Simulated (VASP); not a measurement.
Mg8O9 (a cell with a defect), 17 atoms in the cell. The cell holds a defect, 17 atoms: a = 5.514 Å, b = 5.514 Å, c = 5.514 Å, α = 60.00°, β = 60.00°, γ = 60.00°. 

| Quantity | Value |
| --- | --- |
| Program | VASP 6.6.1 |
| Task | single point |
| Functional | LDA |
| Potentials or basis | VASP PAW LDA potentials, release 64 (Mg, O) |
| Cutoff | 520 eV |
| k mesh | 2 × 2 × 2 |
| Occupations | fermi-dirac, width 0.05 eV |
| Spin | collinear spin |
| Starting moments | [0.0, 0.0, 0.0, 0.0, 0.0, 0.0, 0.0, 0.0, 0.0, 0.0, 0.0, 0.0, 0.0, 0.0, 0.0, 0.0, 1.0] μB |
| Dipole correction | no |
| Further INCAR settings | LREAL = Auto; ALGO = Normal; EDIFF = 1e-06; NBANDS = 53 |

Potentials or basis: VASP PAW LDA potentials, release 64 (Mg, O).

The run is started by

```console
$ cat potpaw_LDA.64/Mg/POTCAR potpaw_LDA.64/O/POTCAR > POTCAR
$ mpirun -np 1 vasp_std > vasp.out
```

Hardware: 1 thread of AMD EPYC 9R45 96-Core Processor (Zen 5), with other jobs on the host.

Q: How long does it take, and how much memory?

A: Wall time 2.6 min on 1 thread of AMD EPYC 9R45 96-Core Processor (Zen 5), on a shared host, peak memory 0.22 GiB. Counts: scf iterations 15, k points 8.
